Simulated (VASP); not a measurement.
Runs of VASP 6.6.1 on CO. The structure is that of space group Fm-3m (No. 225), or close to it. The cells are those of the table. 

```csv
task,cell,k mesh,smearing,gap on the mesh (eV),pressure (GPa),relaxed volume (Å³/atom)
single point,"a = 2.811 Å, angles 60.0°, 2 atoms",12 × 12 × 12,gaussian 0.02 eV,0.27,-0.3,-
relaxation of cell and atoms,"relaxed from a = 2.811 Å, angles 60.0°, 2 atoms",16 × 16 × 16,gaussian 0.01 eV,0.10,0.1,7.83
relaxation of cell and atoms,"relaxed from a = 2.804 Å, angles 60.0°, 2 atoms",12 × 12 × 12,gaussian 0.02 eV,0.27,-0.2,(b)
single point,"a = 3.253 Å, angles 60.0°, 2 atoms",6 × 6 × 6,gaussian 0.1 eV,0.04,(c),-
relaxation of cell and atoms,"relaxed from a = 3.253 Å, angles 60.0°, 2 atoms",6 × 6 × 6,gaussian 0.1 eV,(a),0.2,7.78
single point,"a = 2.811 Å, angles 60.0°, 2 atoms",16 × 16 × 16,gaussian 0.01 eV,0.10,-0.4,-
single point,"a = 2.804 Å, angles 60.0°, 2 atoms",6 × 6 × 6,gaussian 0.1 eV,1.12,-0.3,-
```

Alike in all rows: level PBE; potentials or basis VASP PAW PBE potentials, release 64 (C, O); no spin polarisation; cutoff (eV) 600.

Problem. Estimate the missing entries.

Solution. (a) 1.13; (b) 7.85; (c) -31.0.

Caveats: some runs use coarse meshes; the cell stands under tension (at least some runs); the volume moved by over 15 % at a fixed basis, so the end points are rough (at least some runs).

A k mesh can miss the band edges.
